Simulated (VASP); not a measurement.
Input of a VASP 6.6.1 run:

Contents of INCAR:

```
SYSTEM = Au
ALGO     = Normal         ! electronic algorithm
EDIFF    = 1E-6           ! SCF threshold, eV
ENCUT    = 520            ! plane-wave cutoff, eV
GGA      = PS             ! functional
ISIF     = 2              ! what is computed and relaxed
ISMEAR   = -1             ! smearing method
LASPH    = .TRUE.         ! aspherical terms in the spheres
LCHARG   = .TRUE.         ! write CHGCAR
LELF     = .TRUE.         ! ELF
LREAL    = .FALSE.        ! projectors in reciprocal space
LVHAR    = .TRUE.       
LWAVE    = .FALSE.        ! write WAVECAR
NBANDS   = 12             ! bands
NELM     = 60             ! most SCF steps
PREC     = Accurate       ! precision mode
SIGMA    = 0.05           ! smearing width, eV
```

KPOINTS

```
k-points
0
G
  18 18 18
  0 0 0
```

The input POSCAR:

```
Au
1.0
    0.0000000000      2.0315290664      2.0315290664
    2.0315290664      0.0000000000      2.0315290664
    2.0315290664      2.0315290664      0.0000000000
Au
1
Direct
    0.0000000000      0.0000000000      0.0000000000
```

Potentials or basis: VASP PAW PBE potentials, release 64 (Au).

Launch:

```console
$ cat potpaw_PBE.64/Au/POTCAR > POTCAR
$ mpirun -np 1 vasp_std > vasp.out
```

(1) Estimate the pressure.

Results:

(1) 2.5 GPa.

Caveat: the PAW data sets were made with another functional, which shifts forces and pressure a little.
